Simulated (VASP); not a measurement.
**TiC: single point with r2SCAN**

Crystal: TiC.

```
Ti C
1.0
     0.00000    2.16389    2.16389
     2.16389    0.00000    2.16389
     2.16389    2.16389    0.00000
Ti C
1 1
Direct
  0.00000 0.00000 0.00000
  0.50000 0.50000 0.50000
```

```yaml
Program: VASP 6.6.1
Task: single point
Functional: r2SCAN
Potentials_or_basis: VASP PAW PBE potentials, release 64 (Ti_sv, C)
Cutoff: 520 eV
k_mesh: 14 × 14 × 14
Occupations: fermi-dirac, width 0.08 eV
Spin: no spin polarisation
```

```json
{
 "Pressure": "1.0 GPa",
 "Band gap on the k mesh": "zero (bands 8 and 9 overlap by 1.33 eV)"
}
```

Levels at points of the mesh, in eV from the Fermi level:
```
           k point  band 4  band 5  band 6  band 7  band 8  band 9  band 10  band 11  band 12  band 13
(0.00, 0.00, 0.00)  -33.94  -13.21    0.88    0.88    0.88    1.68     1.68     1.68     1.73     1.73
(0.50, 0.00, 0.00)  -33.98   -9.69   -6.09   -3.13   -3.13    3.16     3.16     4.40     8.55     8.55
(0.50, 0.50, 0.00)  -34.11  -10.94   -3.68   -1.51   -0.13   -0.13     2.75     3.79     3.79     5.99
```

It took 2.2 min on 1 thread of Intel Xeon 8259CL, with other jobs on the host, peak memory 0.17 GiB.

Caveat: the PAW data sets were made with another functional, which shifts forces and pressure a little.
